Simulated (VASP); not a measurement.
# MgS (F-43m) in VASP: notebook

Aim: see how the results for MgS move with the level of theory and the settings. Levels: PBE, r2SCAN. Tasks: single point.

All numbers are computed with VASP 6.6.1; they aren't measurements. Logs are shortened: lines on timing, memory, paths and dates and some standing lists are left out, and cuts for length are marked.

### 1 The cell of the first run

It takes space group F-43m (No. 216, cubic). The conventional cell has a = 5.662 Å, b = 5.662 Å, c = 5.662 Å, α = 90.00°, β = 90.00°, γ = 90.00°. Mg (site symmetry -43m) has 4 S at 2.45 Å within 3.2 Å. Within 3.2 Å of S (site symmetry -43m) lie 4 Mg at 2.45 Å.

### 2 Single point, PBE

Input file INCAR:

```
SYSTEM = MgS
PREC     = Accurate       ! precision mode
ENCUT    = 520            ! plane-wave cutoff, eV
EDIFF    = 1E-7           ! SCF threshold, eV
ISMEAR   = 0              ! smearing method
SIGMA    = 0.01           ! smearing width, eV
LREAL    = .False.        ! projectors in reciprocal space
LASPH    = .True.         ! aspherical terms in the spheres
NELM     = 80             ! most SCF steps
ALGO     = Normal         ! electronic algorithm
ISIF     = 2              ! what is computed and relaxed
LWAVE    = .False.        ! write WAVECAR
LCHARG   = .True.         ! write CHGCAR
GGA      = PE             ! functional
LELF     = .True.         ! ELF
LVHAR    = .True.       
NBANDS   = 11             ! bands
```

Input file KPOINTS:

```
regular mesh
0
Gamma
  6 6 6
  0 0 0
```

Input file POSCAR:

```
MgS
1.0
    0.0000000000      2.8308768404      2.8308768404
    2.8308768404      0.0000000000      2.8308768404
    2.8308768404      2.8308768404      0.0000000000
Mg S
1 1
Direct
    0.0000000000      0.0000000000      0.0000000000
    0.2500000000      0.2500000000      0.2500000000
```

Potentials or basis: VASP PAW PBE potentials, release 64 (Mg, S).

The run is started by

```console
$ cat potpaw_PBE.64/Mg/POTCAR potpaw_PBE.64/S/POTCAR > POTCAR
$ mpirun -np 1 vasp_std > vasp.out
```

OUTCAR:

```text
SYSTEM = MgS
   PREC = Accurate
   ENCUT = 520
   EDIFF = 1E-7
   ISMEAR = 0
   LREAL = .False.
   LASPH = .True.
   NELM = 80
   ISIF = 2
   GGA = PE

 ion  position               nearest neighbor table
   1  0.000  0.000  0.000-   2 2.45   2 2.45   2 2.45   2 2.45
   2  0.250  0.250  0.250-   1 2.45   1 2.45   1 2.45   1 2.45

  LATTYP: Found a face centered cubic cell.
 ALAT       =     5.6617536808

  Lattice vectors:

 A1 = (   0.0000000000,   2.8308768404,   2.8308768404)
 A2 = (   2.8308768404,   0.0000000000,   2.8308768404)
 A3 = (   2.8308768404,   2.8308768404,   0.0000000000)

Analysis of symmetry for initial positions (statically):
=====================================================================
 Subroutine PRICEL returns:
 Original cell was already a primitive cell.

 Routine SETGRP: Setting up the symmetry group for a
 face centered cubic supercell.

 Subroutine GETGRP returns: Found 24 space group operations
 (whereof 24 operations were pure point group operations)
 out of a pool of 48 trial point group operations.

The static configuration has the point symmetry T_d .

Analysis of symmetry for dynamics (positions and initial velocities):
=====================================================================
 Subroutine PRICEL returns:
 Original cell was already a primitive cell.

 Routine SETGRP: Setting up the symmetry group for a
 face centered cubic supercell.

 Subroutine GETGRP returns: Found 24 space group operations
 (whereof 24 operations were pure point group operations)
 out of a pool of 48 trial point group operations.

The dynamic configuration has the point symmetry T_d .

 Subroutine INISYM returns: Found 24 space group operations
 (whereof 24 operations are pure point group operations),
 and found     1 'primitive' translations

----------------------------------------------------------------------------------------

                                     Primitive cell

  volume of cell :      45.3725

  direct lattice vectors                    reciprocal lattice vectors
     0.000000000  2.830876840  2.830876840    -0.176623721  0.176623721  0.176623721
     2.830876840  0.000000000  2.830876840     0.176623721 -0.176623721  0.176623721
     2.830876840  2.830876840  0.000000000     0.176623721  0.176623721 -0.176623721

  length of vectors
     4.003464421  4.003464421  4.003464421     0.305921258  0.305921258  0.305921258

[... 78 lines left out ...]
   ISYM   =      2    0-nonsym 1-usesym 2-fastsym
   POTIM  = 0.5000    time-step for ionic-motion
   TEBEG  =    0.0;   TEEND  =   0.0 temperature during run
   PSTRESS=    0.0 pullay stress
   NELECT =       8.0000    total number of electrons
   NUPDOWN=      -1.0000    fix difference up-down
   EMIN   =  10.00;   EMAX   =-10.00  energy-range for DOS
   EFERMI =   0.00;   METHOD = LEGACY
   ISMEAR =     0;   SIGMA  =   0.01  broadening in eV -4-tet -1-fermi 0-gaus
   EFERMI_NEDOS =   21; number of points for ismear=-14 and -15
   IALGO  =     38    algorithm
   IMIX   =      4    mixing-type and parameters
     AMIX     =   0.40;   BMIX     =  1.00
     AMIX_MAG =   1.60;   BMIX_MAG =  1.00
  volume/ion in A,a.u.               =      22.69       153.09
  Fermi-wavevector in a.u.,A,eV,Ry     =   0.917995  1.734760 11.465842  0.842716
  Thomas-Fermi vector in A             =   2.043027
   LORBIT       =      0    0 simple, 1 ext, 2 COOP (PROOUT), +10 PAW based schemes
   GGA     = PE    functional components
   LHFCALC =     F    Hartree Fock is set to
   AEXX    =    0.0000 exact exchange contribution
   IVDW    =     0    specifies the selected vdW correction
   LEPSILON=     F    determine dielectric tensor
   LRPA    =     F    only Hartree local field effects (RPA)
 non-spin polarized calculation
 Gauss-broadening in eV      SIGMA  =   0.01
  energy-cutoff  :      520.00
  volume of cell :       45.37
 maximum number of plane-waves:      1243
 NGX is ok and might be reduce to    30
   NGX = 15   NGY = 15   NGZ = 15

 number of electron       8.0000001 magnetization

 Free energy of the ion-electron system (eV)
  ---------------------------------------------------
  ext. energy  EPLUGINS =         0.00000000
  ---------------------------------------------------
  free energy    TOTEN  =        -8.47015128 eV

  energy without entropy =       -8.47015128  energy(sigma->0) =       -8.47015128

 E-fermi :   1.1189     XC(G=0):  -8.3898

 val. band max:        1.0637459804   @ k =   0.0000   0.0000   0.0000
 cond. band min:       4.5218145017   @ k =   0.0000   0.0000   0.0000
 fundamental gap:      3.4580685213
 Fermi energy:         1.1188889066

 k-point     1 :       0.0000    0.0000    0.0000
  band No.  band energies     occupation
      1     -10.2035      2.00000
      2       1.0637      2.00000
      3       1.0637      2.00000
      4       1.0637      2.00000
      5       4.5218      0.00000
      6       9.0135      0.00000
      7       9.0135      0.00000
      8       9.0135      0.00000
      9      11.8946      0.00000
     10      11.8946      0.00000
     11      14.7876      0.00000
[... 197 lines left out ...]
 k-point    16 :      -0.3333    0.5000    0.1667
  band No.  band energies     occupation
      1      -9.2966      2.00000
      2      -1.4400      2.00000
      3      -0.4893      2.00000
      4      -0.1916      2.00000
      5       6.0451      0.00000
      6       7.9085      0.00000
      7      10.4578      0.00000
      8      10.4675      0.00000
      9      13.5920      0.00000
     10      14.9112      0.00000
     11      14.9234      0.00000

------------------------ aborting loop because EDIFF is reached ----------------------------------------

  FORCE on cell =-STRESS in cart. coord.  units (eV):
  Direction    XX          YY          ZZ          XY          YZ          ZX
  --------------------------------------------------------------------------------------
  -------------------------------------------------------------------------------------
  Total        0.2651914      0.2651914      0.2651914     -0.0000000     -0.0000000      0.0000000
  in kB        9.3643367      9.3643367      9.3643367     -0.0000000     -0.0000000      0.0000000
  external PRESSURE =       9.3643367 kB  Pullay stress =       0.0000000 kB

 VOLUME and BASIS-vectors are now :
 -----------------------------------------------------------------------------
  energy-cutoff  :      520.00
  volume of cell :       45.37
      direct lattice vectors                 reciprocal lattice vectors
     0.000000000  2.830876840  2.830876840    -0.176623721  0.176623721  0.176623721
     2.830876840  0.000000000  2.830876840     0.176623721 -0.176623721  0.176623721
     2.830876840  2.830876840  0.000000000     0.176623721  0.176623721 -0.176623721

 POSITION                                       TOTAL-FORCE (eV/Angst)
 -----------------------------------------------------------------------------------
      0.00000      0.00000      0.00000         0.000000      0.000000     -0.000000
      1.41544      1.41544      1.41544        -0.000000     -0.000000      0.000000
 -----------------------------------------------------------------------------------
    total drift:                                0.000000      0.000000      0.000000

  FREE ENERGIE OF THE ION-ELECTRON SYSTEM (eV)
  ---------------------------------------------------
  free  energy   TOTEN  =        -8.4701512758 eV

  energy  without entropy=       -8.4701512758  energy(sigma->0) =       -8.47015128
```

OSZICAR:

```text
N       E                     dE             d eps       ncg     rms          rms(c)
DAV:   1     0.252995353261E+02    0.25300E+02   -0.34579E+03   368   0.581E+02
DAV:   2    -0.681853706227E+01   -0.32118E+02   -0.30987E+02   427   0.101E+02
DAV:   3    -0.897205407906E+01   -0.21535E+01   -0.21497E+01   446   0.279E+01
DAV:   4    -0.898766716229E+01   -0.15613E-01   -0.15610E-01   439   0.278E+00
DAV:   5    -0.898786434593E+01   -0.19718E-03   -0.19718E-03   438   0.311E-01    0.404E+00
DAV:   6    -0.849776324301E+01    0.49010E+00   -0.12336E+00   382   0.412E+00    0.310E+00
DAV:   7    -0.846314919288E+01    0.34614E-01   -0.27080E-01   415   0.211E+00    0.242E+00
DAV:   8    -0.847079940077E+01   -0.76502E-02   -0.23211E-02   391   0.917E-01    0.134E+00
DAV:   9    -0.846993159704E+01    0.86780E-03   -0.23460E-03   394   0.239E-01    0.434E-01
DAV:  10    -0.847014696898E+01   -0.21537E-03   -0.69319E-04   400   0.123E-01    0.958E-02
DAV:  11    -0.847014972314E+01   -0.27542E-05   -0.57660E-05   418   0.305E-02    0.532E-02
DAV:  12    -0.847015128001E+01   -0.15569E-05   -0.69892E-06   400   0.131E-02    0.520E-03
DAV:  13    -0.847015127577E+01    0.42469E-08   -0.31365E-07   431   0.278E-03
   1 F= -.84701513E+01 E0= -.84701513E+01  d E =-.487812E-17
```

stdout:

```text
POSCAR found type information on POSCAR MgS
 POSCAR found :  2 types and       2 ions
 scaLAPACK will be used
 LDA part: xc-table for (Slater+PW92), standard interpolation
 POSCAR, INCAR and KPOINTS ok, starting setup
 FFT: planning ... GRIDC
 FFT: planning ... GRID_SOFT
 FFT: planning ... GRID
 WAVECAR not read
 entering main loop
```

It took 24 s on 1 thread of AMD EPYC 7R13, shared host; peak memory 0.13 GiB.

Results:

```
Free energy            : -8.4702 eV
Pressure               : 0.9 GPa
Band gap on the k mesh : 3.46 eV, direct
```

### 3 Single point, r2SCAN

POSCAR is that of step 2.

Input file INCAR.step1:

```
  PREC = Accurate
  ENCUT = 520
  ISMEAR = 0
  SIGMA = 0.01
  LREAL = F
  LASPH = T
  NELM = 60
  NBANDS = 11
  GGA = PE
  ALGO = Normal
  EDIFF = 1E-4
  LWAVE = T
  LCHARG = F
```

Input file INCAR.step2:

```
  PREC = Accurate
  ENCUT = 520
  EDIFF = 1E-6
  ISMEAR = 0
  SIGMA = 0.01
  LREAL = F
  LASPH = T
  NELM = 60
  ALGO = Normal
  ISIF = 2
  LWAVE = F
  LCHARG = F
  METAGGA = R2SCAN
  LMIXTAU = T
  NBANDS = 11
  ISTART = 1
```

Input file KPOINTS:

```
Automatic mesh
0
Gamma
  4 4 4
```

Potentials or basis: VASP PAW PBE potentials, release 64 (Mg, S).

The run is started by

```console
$ cat potpaw_PBE.64/Mg/POTCAR potpaw_PBE.64/S/POTCAR > POTCAR
$ cp INCAR.step1 INCAR
$ mpirun -np 1 vasp_std > vasp.out
$ cp INCAR.step2 INCAR
$ mpirun -np 1 vasp_std > vasp.out
```

Wall time 67 s (1 thread of AMD EPYC 7R13, shared host); peak memory 0.14 GiB.

The run converged. Its results:

```
Free energy            : -15.4386 eV
Pressure               : -0.2 GPa
Band gap on the k mesh : 4.12 eV, direct
```

Levels at points of the mesh, in eV from the valence-band top:
| k point | band 2 | band 3 | band 4 | band 5 | band 6 | band 7 |
| --- | --- | --- | --- | --- | --- | --- |
| (0.00, 0.00, 0.00) | 0.00 | 0.00 | 0.00 | 4.12 | 8.59 | 8.59 |
| (0.50, 0.00, 0.00) | -3.15 | -0.33 | -0.33 | 5.79 | 8.21 | 8.21 |
| (0.50, 0.50, 0.00) | -2.82 | -1.05 | -1.05 | 4.31 | 6.25 | 12.13 |

Caveat: the k points lie up to 0.48 Å⁻¹ apart; the PAW data sets were made with another functional, which shifts forces and pressure a little. A k mesh can miss the band edges.
